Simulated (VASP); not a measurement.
# ZrC (Fm-3m) in VASP: a series of runs, part 2 of 3

VASP 6.6.1. Earlier steps stand in the parts before.

## Step 4: Single point, PBE

This run uses another cell than the first one, of 13.05 Å³/atom, 1.064 times its volume.

File INCAR:

```
SYSTEM = ZrC
PREC = Accurate
ENCUT = 520
EDIFF = 1E-6
ISMEAR = 0
SIGMA = 0.1
LREAL = .FALSE.
LASPH = .TRUE.
NELM = 60
ALGO = Normal
ISIF = 2
LWAVE = .FALSE.
LCHARG = .FALSE.
GGA = PE
NBANDS = 15
```

File KPOINTS:

```
regular mesh
0
G
  16 16 16
  0 0 0
```

File POSCAR:

```
ZrC
1.0
    0.0000000000      2.3543976077      2.3543976077
    2.3543976077      0.0000000000      2.3543976077
    2.3543976077      2.3543976077      0.0000000000
Zr C
1 1
Direct
    0.5000000000      0.5000000000      0.5000000000
    0.0000000000      0.0000000000      0.0000000000
```

Potentials or basis: VASP PAW PBE potentials, release 64 (Zr_sv, C).

On the command line:

```sh
> cat potpaw_PBE.64/Zr_sv/POTCAR potpaw_PBE.64/C/POTCAR > POTCAR
> mpirun -np 1 vasp_std > vasp.out
```

OUTCAR:

```text
SYSTEM = ZrC
   PREC = Accurate
   ENCUT = 520
   EDIFF = 1E-6
   ISMEAR = 0
   LREAL = .FALSE.
   LASPH = .TRUE.
   NELM = 60
   ISIF = 2
   GGA = PE

 ion  position               nearest neighbor table
   1  0.500  0.500  0.500-   2 2.35   2 2.35   2 2.35   2 2.35   2 2.35   2 2.35
   2  0.000  0.000  0.000-   1 2.35   1 2.35   1 2.35   1 2.35   1 2.35   1 2.35

  LATTYP: Found a face centered cubic cell.
 ALAT       =     4.7087952154

  Lattice vectors:

 A1 = (   0.0000000000,   2.3543976077,   2.3543976077)
 A2 = (   2.3543976077,   0.0000000000,   2.3543976077)
 A3 = (   2.3543976077,   2.3543976077,   0.0000000000)

Analysis of symmetry for initial positions (statically):
=====================================================================
 Subroutine PRICEL returns:
 Original cell was already a primitive cell.

 Routine SETGRP: Setting up the symmetry group for a
 face centered cubic supercell.

 Subroutine GETGRP returns: Found 48 space group operations
 (whereof 48 operations were pure point group operations)
 out of a pool of 48 trial point group operations.

The static configuration has the point symmetry O_h .

Analysis of symmetry for dynamics (positions and initial velocities):
[... 166 lines left out ...]

 k-point     1 :       0.0000    0.0000    0.0000
  band No.  band energies     occupation
      1     -38.5743      2.00000
      2     -16.2882      2.00000
      3     -16.2882      2.00000
      4     -16.2882      2.00000
      5      -1.7363      2.00000
      6      10.4848      0.00000
      7      10.4848      0.00000
      8      10.4848      0.00000
      9      10.6437      0.00000
     10      10.6437      0.00000
     11      10.6437      0.00000
     12      12.3483      0.00000
     13      12.3483      0.00000
     14      16.7989      0.00000
[... 401 lines left out ...]
      2     -16.3699      2.00000
      3     -16.3099      2.00000
      4     -16.2899      2.00000
      5      -1.5052      2.00000
      6       9.1628      2.00000
      7       9.3752      1.98072
      8       9.5203      1.22722
      9      10.7858      0.00000
     10      11.4036      0.00000
     11      11.4869      0.00000
     12      12.9681      0.00000
     13      13.8202      0.00000
     14      17.3076      0.00000
     15      20.6342      0.00000

 [... further k-points ...]
[... 5 lines left out ...]
  --------------------------------------------------------------------------------------
  -------------------------------------------------------------------------------------
  Total        0.0363061      0.0363061      0.0363061     -0.0000000      0.0000000     -0.0000000
  in kB        2.2285421      2.2285421      2.2285421     -0.0000000      0.0000000     -0.0000000
  external PRESSURE =       2.2285421 kB  Pullay stress =       0.0000000 kB

 VOLUME and BASIS-vectors are now :
 -----------------------------------------------------------------------------
  energy-cutoff  :      520.00
  volume of cell :       26.10
      direct lattice vectors                 reciprocal lattice vectors
     0.000000000  2.354397608  2.354397608    -0.212368547  0.212368547  0.212368547
     2.354397608  0.000000000  2.354397608     0.212368547 -0.212368547  0.212368547
     2.354397608  2.354397608  0.000000000     0.212368547  0.212368547 -0.212368547

 POSITION                                       TOTAL-FORCE (eV/Angst)
 -----------------------------------------------------------------------------------
      2.35440      2.35440      2.35440        -0.000000      0.000000     -0.000000
      0.00000      0.00000      0.00000         0.000000     -0.000000      0.000000
 -----------------------------------------------------------------------------------
    total drift:                                0.000000      0.000000      0.000000

  FREE ENERGIE OF THE ION-ELECTRON SYSTEM (eV)
  ---------------------------------------------------
  free  energy   TOTEN  =       -19.4621915914 eV

  energy  without entropy=      -19.4602541666  energy(sigma->0) =      -19.46122288
```

OSZICAR:

```text
N       E                     dE             d eps       ncg     rms          rms(c)
DAV:   1     0.101502772333E+03    0.10150E+03   -0.86530E+03  4358   0.108E+03
DAV:   2    -0.167044735393E+02   -0.11821E+03   -0.11079E+03  5575   0.288E+02
DAV:   3    -0.228207329995E+02   -0.61163E+01   -0.60810E+01  7291   0.553E+01
DAV:   4    -0.229383297179E+02   -0.11760E+00   -0.11754E+00  5248   0.576E+00
DAV:   5    -0.229396797989E+02   -0.13501E-02   -0.13501E-02  5787   0.521E-01    0.202E+01
DAV:   6    -0.195744257911E+02    0.33653E+01   -0.63890E+00  5127   0.227E+01    0.697E+00
DAV:   7    -0.194775671368E+02    0.96859E-01   -0.68410E-01  4988   0.596E+00    0.609E+00
DAV:   8    -0.195048912429E+02   -0.27324E-01   -0.35888E-01  5267   0.461E+00    0.521E+00
DAV:   9    -0.194632982656E+02    0.41593E-01   -0.70690E-02  4791   0.191E+00    0.917E-01
DAV:  10    -0.194622064138E+02    0.10919E-02   -0.65905E-03  5715   0.665E-01    0.122E-01
DAV:  11    -0.194621992593E+02    0.71545E-05   -0.19705E-04  4945   0.137E-01    0.509E-02
DAV:  12    -0.194621933965E+02    0.58628E-05   -0.42014E-06  5543   0.181E-02    0.144E-02
DAV:  13    -0.194621916866E+02    0.17099E-05   -0.25860E-06  5351   0.101E-02    0.357E-03
DAV:  14    -0.194621915914E+02    0.95160E-07   -0.12103E-07  2777   0.233E-03
   1 F= -.19462192E+02 E0= -.19461223E+02  d E =-.193742E-02
```

It took 29 s on 1 thread of Intel Xeon 6975P-C (Granite Rapids), shared host; peak memory 0.19 GiB.

Results:

```
Free energy            : -19.4622 eV
Pressure               : 0.2 GPa
Band gap on the k mesh : zero (band 8 reaches 10.48 eV, above the bottom of band 9 at 9.18 eV)
```

## Step 5: Single point, PBE (volume scaled by 1.03)

File INCAR:

```
PREC     = Accurate       # precision mode
ENCUT    = 520            # plane-wave cutoff, eV
EDIFF    = 1E-7           # SCF threshold, eV
ISMEAR   = 0              # smearing method
SIGMA    = 0.1            # smearing width, eV
LREAL    = F              # projectors in reciprocal space
LASPH    = T              # aspherical terms in the spheres
NELM     = 80             # most SCF steps
ALGO     = Normal         # electronic algorithm
ISIF     = 2              # what is computed and relaxed
LWAVE    = F              # write WAVECAR
LCHARG   = T              # write CHGCAR
GGA      = PE             # functional
LELF     = T              # ELF
LVHAR    = T            
NBANDS   = 15             # bands
```

File KPOINTS:

```
regular mesh
0
Gamma
  16 16 16
```

File POSCAR:

```
ZrC
1.0
    0.0000000000      2.3777099912      2.3777099912
    2.3777099912      0.0000000000      2.3777099912
    2.3777099912      2.3777099912      0.0000000000
Zr C
1 1
Direct
    0.5000000000      0.5000000000      0.5000000000
    0.0000000000      0.0000000000      0.0000000000
```

Potentials or basis: VASP PAW PBE potentials, release 64 (Zr_sv, C).

On the command line:

```sh
> cat potpaw_PBE.64/Zr_sv/POTCAR potpaw_PBE.64/C/POTCAR > POTCAR
> mpirun -np 1 vasp_std > vasp.out
```

OUTCAR:

```text
PREC = Accurate
   ENCUT = 520
   EDIFF = 1E-7
   ISMEAR = 0
   LREAL = F
   LASPH = T
   NELM = 80
   ISIF = 2
   GGA = PE

 ion  position               nearest neighbor table
   1  0.500  0.500  0.500-   2 2.38   2 2.38   2 2.38   2 2.38   2 2.38   2 2.38
   2  0.000  0.000  0.000-   1 2.38   1 2.38   1 2.38   1 2.38   1 2.38   1 2.38

  LATTYP: Found a face centered cubic cell.
 ALAT       =     4.7554199824

  Lattice vectors:

 A1 = (   0.0000000000,   2.3777099912,   2.3777099912)
 A2 = (   2.3777099912,   0.0000000000,   2.3777099912)
 A3 = (   2.3777099912,   2.3777099912,   0.0000000000)

Analysis of symmetry for initial positions (statically):
=====================================================================
 Subroutine PRICEL returns:
 Original cell was already a primitive cell.

 Routine SETGRP: Setting up the symmetry group for a
 face centered cubic supercell.

 Subroutine GETGRP returns: Found 48 space group operations
 (whereof 48 operations were pure point group operations)
 out of a pool of 48 trial point group operations.

The static configuration has the point symmetry O_h .

Analysis of symmetry for dynamics (positions and initial velocities):
=====================================================================
 Subroutine PRICEL returns:
 Original cell was already a primitive cell.

 Routine SETGRP: Setting up the symmetry group for a
 face centered cubic supercell.

 Subroutine GETGRP returns: Found 48 space group operations
 (whereof 48 operations were pure point group operations)
 out of a pool of 48 trial point group operations.

The dynamic configuration has the point symmetry O_h .

 Subroutine INISYM returns: Found 48 space group operations
 (whereof 48 operations are pure point group operations),
 and found     1 'primitive' translations

----------------------------------------------------------------------------------------

                                     Primitive cell

  volume of cell :      26.8848

  direct lattice vectors                    reciprocal lattice vectors
     0.000000000  2.377709991  2.377709991    -0.210286369  0.210286369  0.210286369
     2.377709991  0.000000000  2.377709991     0.210286369 -0.210286369  0.210286369
     2.377709991  2.377709991  0.000000000     0.210286369  0.210286369 -0.210286369

  length of vectors
     3.362589717  3.362589717  3.362589717     0.364226675  0.364226675  0.364226675

  position of ions in fractional coordinates (direct lattice)
     0.500000000  0.500000000  0.500000000
     0.000000000  0.000000000  0.000000000

  ion indices of the primitive-cell ions
   primitive index   ion index
                 1           1
                 2           2

----------------------------------------------------------------------------------------

 KPOINTS: regular mesh

Automatic generation of k-mesh.
 Grid dimensions read from file:
 generate k-points for:   16   16   16

 Generating k-lattice:

  Cartesian coordinates                     Fractional coordinates (reciprocal lattice)
    -0.013142898  0.013142898  0.013142898     0.062500000  0.000000000  0.000000000
     0.013142898 -0.013142898  0.013142898     0.000000000  0.062500000  0.000000000
     0.013142898  0.013142898 -0.013142898     0.000000000  0.000000000  0.062500000

  Length of vectors
     0.022764167  0.022764167  0.022764167

  Shift w.r.t. Gamma in fractional coordinates (k-lattice)
     0.000000000  0.000000000  0.000000000

 Subroutine IBZKPT returns following result:
 ===========================================

 Found    145 irreducible k-points:

 Following reciprocal coordinates:
            Coordinates               Weight
  0.000000  0.000000  0.000000      1.000000
  0.062500  0.000000  0.000000      8.000000
  0.125000  0.000000  0.000000      8.000000
  0.187500  0.000000  0.000000      8.000000
  0.250000  0.000000  0.000000      8.000000
  0.312500  0.000000  0.000000      8.000000
[... 16 lines left out ...]
 -0.125000  0.062500  0.000000     24.000000
 -0.062500  0.062500  0.000000     12.000000
 [... further k-points ...]
   k-points           NKPTS =    145   k-points in BZ     NKDIM =    145   number of bands    NBANDS=     15
   number of dos      NEDOS =    301   number of ions     NIONS =      2
   total plane-waves  NPLWV =  21952
   dimension x,y,z NGX =    28 NGY =   28 NGZ =   28
   dimension x,y,z NGXF=    56 NGYF=   56 NGZF=   56
   ions per type =               1   1
   NGX,Y,Z   is equivalent  to a cutoff of  13.84, 13.84, 13.84 a.u.
   NGXF,Y,Z  is equivalent  to a cutoff of  27.69, 27.69, 27.69 a.u.
 SYSTEM =  unknown system
   PREC   = accura    normal or accurate (medium, high low for compatibility)
   ISTART =      0    job   : 0-new  1-cont  2-samecut
   ICHARG =      2    charge: 1-file 2-atom 10-const
   ISPIN  =      1    spin polarized calculation?
   LNONCOLLINEAR =      F non collinear calculations
   LSORBIT =      F    spin-orbit coupling
   LASPH  =      T    aspherical Exc in radial PAW
   ENCUT  =  520.0 eV  38.22 Ry    6.18 a.u.   6.25  6.25  6.25*2*pi/ulx,y,z
   NELM   =     80;   NELMIN=  2; NELMDL= -5     # of ELM steps
   EDIFF  = 0.1E-06   stopping-criterion for ELM
   LREAL  =      F    real-space projection
   EDIFFG = 0.1E-05   stopping-criterion for IOM
   NSW    =      0    number of steps for IOM
   IBRION =     -1    ionic relax: 0-MD 1-quasi-New 2-CG
   NFREE  =      0    steps in history (QN), initial steepest desc. (CG)
   ISIF   =      2    stress and relaxation
   ISYM   =      2    0-nonsym 1-usesym 2-fastsym
   POTIM  = 0.5000    time-step for ionic-motion
   TEBEG  =    0.0;   TEEND  =   0.0 temperature during run
   PSTRESS=    0.0 pullay stress
   NELECT =      16.0000    total number of electrons
   NUPDOWN=      -1.0000    fix difference up-down
   EMIN   =  10.00;   EMAX   =-10.00  energy-range for DOS
   EFERMI =   0.00;   METHOD = LEGACY
   ISMEAR =     0;   SIGMA  =   0.10  broadening in eV -4-tet -1-fermi 0-gaus
   EFERMI_NEDOS =   21; number of points for ismear=-14 and -15
   IALGO  =     38    algorithm
   IMIX   =      4    mixing-type and parameters
     AMIX     =   0.40;   BMIX     =  1.00
     AMIX_MAG =   1.60;   BMIX_MAG =  1.00
  volume/ion in A,a.u.               =      13.44        90.71
  Fermi-wavevector in a.u.,A,eV,Ry     =   1.377038  2.602225 25.799827  1.896234
  Thomas-Fermi vector in A             =   2.502228
   LORBIT       =      0    0 simple, 1 ext, 2 COOP (PROOUT), +10 PAW based schemes
   GGA     = PE    functional components
   LHFCALC =     F    Hartree Fock is set to
   AEXX    =    0.0000 exact exchange contribution
   IVDW    =     0    specifies the selected vdW correction
   LEPSILON=     F    determine dielectric tensor
   LRPA    =     F    only Hartree local field effects (RPA)
 non-spin polarized calculation
 Gauss-broadening in eV      SIGMA  =   0.10
  energy-cutoff  :      520.00
  volume of cell :       26.88
 maximum number of plane-waves:       742
 NGX is ok and might be reduce to    28
   NGX = 13   NGY = 13   NGZ = 13

 number of electron      16.0000000 magnetization

 Free energy of the ion-electron system (eV)
  ---------------------------------------------------
  ext. energy  EPLUGINS =         0.00000000
  ---------------------------------------------------
  free energy    TOTEN  =       -19.44820623 eV

  energy without entropy =      -19.44613757  energy(sigma->0) =      -19.44717190

 E-fermi :   9.2073     XC(G=0): -11.9618

 val. band max:        9.2052058034   @ k =   0.1875   0.1875   0.0000
 cond. band min:       9.2086034663   @ k =   0.3125   0.2500   0.0000
 fundamental gap:      0.0033976629
 Fermi energy:         9.2072809792

 k-point     1 :       0.0000    0.0000    0.0000
  band No.  band energies     occupation
      1     -39.0260      2.00000
      2     -16.7573      2.00000
      3     -16.7573      2.00000
      4     -16.7573      2.00000
      5      -1.9652      2.00000
      6      10.1424      0.00000
      7      10.1424      0.00000
      8      10.1424      0.00000
      9      10.2959      0.00000
     10      10.2959      0.00000
     11      10.2959      0.00000
     12      11.9269      0.00000
     13      11.9269      0.00000
     14      16.1313      0.00000
     15      19.6135      0.00000
[... 397 lines left out ...]
 k-point    24 :      -0.0625    0.0625    0.0000
  band No.  band energies     occupation
      1     -39.0175      2.00000
      2     -16.8301      2.00000
      3     -16.7768      2.00000
      4     -16.7589      2.00000
      5      -1.7453      2.00000
      6       8.8444      2.00000
      7       9.0609      1.96150
      8       9.2012      1.06892
      9      10.4331      0.00000
     10      11.0283      0.00000
     11      11.1196      0.00000
     12      12.5254      0.00000
     13      13.3576      0.00000
     14      16.6460      0.00000
     15      20.2143      0.00000

 [... further k-points ...]
[... 5 lines left out ...]
  --------------------------------------------------------------------------------------
  -------------------------------------------------------------------------------------
  Total       -1.0031330     -1.0031330     -1.0031330     -0.0000000      0.0000000      0.0000000
  in kB      -59.7809002    -59.7809002    -59.7809002     -0.0000000      0.0000000      0.0000000
  external PRESSURE =     -59.7809002 kB  Pullay stress =       0.0000000 kB

 VOLUME and BASIS-vectors are now :
 -----------------------------------------------------------------------------
  energy-cutoff  :      520.00
  volume of cell :       26.88
      direct lattice vectors                 reciprocal lattice vectors
     0.000000000  2.377709991  2.377709991    -0.210286369  0.210286369  0.210286369
     2.377709991  0.000000000  2.377709991     0.210286369 -0.210286369  0.210286369
     2.377709991  2.377709991  0.000000000     0.210286369  0.210286369 -0.210286369

 POSITION                                       TOTAL-FORCE (eV/Angst)
 -----------------------------------------------------------------------------------
      2.37771      2.37771      2.37771         0.000000      0.000000      0.000000
      0.00000      0.00000      0.00000        -0.000000     -0.000000      0.000000
 -----------------------------------------------------------------------------------
    total drift:                                0.000000      0.000000      0.000000

  FREE ENERGIE OF THE ION-ELECTRON SYSTEM (eV)
  ---------------------------------------------------
  free  energy   TOTEN  =       -19.4482062321 eV

  energy  without entropy=      -19.4461375735  energy(sigma->0) =      -19.44717190
```

It took 30 s on 1 thread of Intel Xeon 6975P-C (Granite Rapids), shared host; peak memory 0.2 GiB.

Results:

```yaml
Free_energy: -19.4482 eV
Pressure: -6.0 GPa
Band_gap_on_the_k_mesh: zero (band 8 reaches 10.14 eV, above the bottom of band 9 at 8.85 eV)
```

Caveat: the cell differs from its parent crystal (volume scaled by 1.03).

[end of part 2 of 3]
